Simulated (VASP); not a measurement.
# TiTe2: single point with PBEsol

TiTe2:

```xyz
3
Lattice="3.6143 0.0000 0.0000 -1.8071 3.1300 0.0000 0.0000 0.0000 6.2173" Properties=species:S:1:pos:R:3 pbc="T T T"
Ti    0.0000    0.0000    0.0000
Te    0.0000    2.0867    1.7292
Te    1.8071    1.0433    4.4881
```

| Quantity | Value |
| --- | --- |
| Program | VASP 6.6.1 |
| Task | single point |
| Functional | PBEsol |
| Potentials or basis | VASP PAW PBE potentials, release 64 (Ti_sv, Te) |
| Cutoff | 520 eV |
| k mesh | 12 × 12 × 8 |
| Occupations | gaussian, width 0.03 eV |
| Spin | no spin polarisation |

```json
{
 "Pressure": "4.0 GPa",
 "Largest force": "0.020 eV/Å",
 "Band gap on the k mesh": "zero (bands 12 and 13 overlap by 0.87 eV)"
}
```

Forces on the atoms (eV/Å):
```
Ti   0.000  0.000  0.000
Te   0.000  0.000  0.020
Te   0.000  0.000 -0.020
```

Levels at points of the mesh, in eV from the Fermi level:
```csv
k point,band 10,band 11,band 12,band 13,band 14,band 15
"(0.00, 0.00, 0.00)",0.15,0.51,0.51,1.01,1.53,1.53
"(0.50, 0.00, 0.00)",-2.67,-1.70,-1.26,-0.09,1.45,1.82
"(0.00, 0.00, 0.50)",-1.45,0.49,0.49,0.95,0.95,1.25
"(0.50, 0.00, 0.50)",-2.20,-0.81,-0.53,-0.30,1.45,1.84
```

It took 3.5 min on 1 thread of Intel Xeon 8259CL, with other jobs on the host, peak memory 0.31 GiB.

Caveat: the cell stands under pressure; the PAW data sets were made with another functional, which shifts forces and pressure a little; spin-orbit coupling is left out, which moves the levels of the heavy elements.
